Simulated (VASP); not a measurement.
Input of a VASP 6.6.1 run:

INCAR

```
SYSTEM = AlN
  PREC = Accurate
  ENCUT = 520
  EDIFF = 1E-6
  ISMEAR = 0
  SIGMA = 0.05
  LREAL = .FALSE.
  LASPH = .TRUE.
  NELM = 60
  ALGO = Normal
  ISIF = 2
  LWAVE = .FALSE.
  LCHARG = .FALSE.
  GGA = CA
  NBANDS = 16
```

KPOINTS

```
regular mesh
0
G
  9 9 6
  0 0 0
```

The input POSCAR:

```
AlN
1.0
    3.3305662437      0.0000000000      0.0000000000
   -1.6652831218      2.8843549760      0.0000000000
    0.0000000000      0.0000000000      4.1691689022
Al N
2 2
Direct
    0.3333333333      0.6666666667      0.7718758780
    0.6666666667      0.3333333333      0.2718758780
    0.3333333333      0.6666666667      0.2078607238
    0.6666666667      0.3333333333      0.7078607238
```

Potentials or basis: VASP PAW LDA potentials, release 64 (Al, N).

Command:

```bash
$ cat potpaw_LDA.64/Al/POTCAR potpaw_LDA.64/N/POTCAR > POTCAR
$ mpirun -np 1 vasp_std > vasp.out
```

What does it give for the largest force?

1.453 eV/Å.

Predict the pressure.

-2.6 GPa.

Estimate the band gap on the k mesh.

3.55 eV, direct.

Stress tensor (GPa, compression positive):
```
-13.84   0.00   0.00
  0.00 -13.84   0.00
  0.00   0.00  20.00
```

Caveat: forces of over 1 eV/Å act on the atoms, so gaps and moduli don't describe the material at rest. A k mesh can miss the band edges.
